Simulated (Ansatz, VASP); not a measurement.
**Nb in VASP and in Ansatz**

```
Nb
1.0
    -1.93536    1.93544    1.38527
     1.93544   -1.93536    1.38527
     3.51652    3.51652   -1.38513
Nb
2
Cartesian
  1.9345 -1.9344 1.3853
  0.7916 2.7250 0.6927
```

Alike in both runs: task single point; functional LDA; k mesh 15 × 15 × 8; occupations fermi-dirac, width 0.1 eV; no spin polarisation.

|  | VASP | Ansatz |
| --- | --- | --- |
| version | VASP 6.6.1 | Ansatz 0.2.0 |
| potentials or method | VASP PAW LDA potentials, release 64 (Nb_sv), cutoff 520 eV | plane waves (420 eV) with PAW, scalar-relativistic |
| valence electrons in the cell | 26 | 26 |

```csv
,VASP,Ansatz,Ansatz less VASP
pressure (GPa),-12.5,-12.4,+0.10
"traceless stress, the component that is largest in VASP (GPa)",0.28,0.29,+0.002
```

Ansatz warns that its potentials were made for another functional, while VASP's fit it. LDA's correlation is that of Perdew and Zunger in VASP and of Perdew and Wang (1992) in Ansatz.
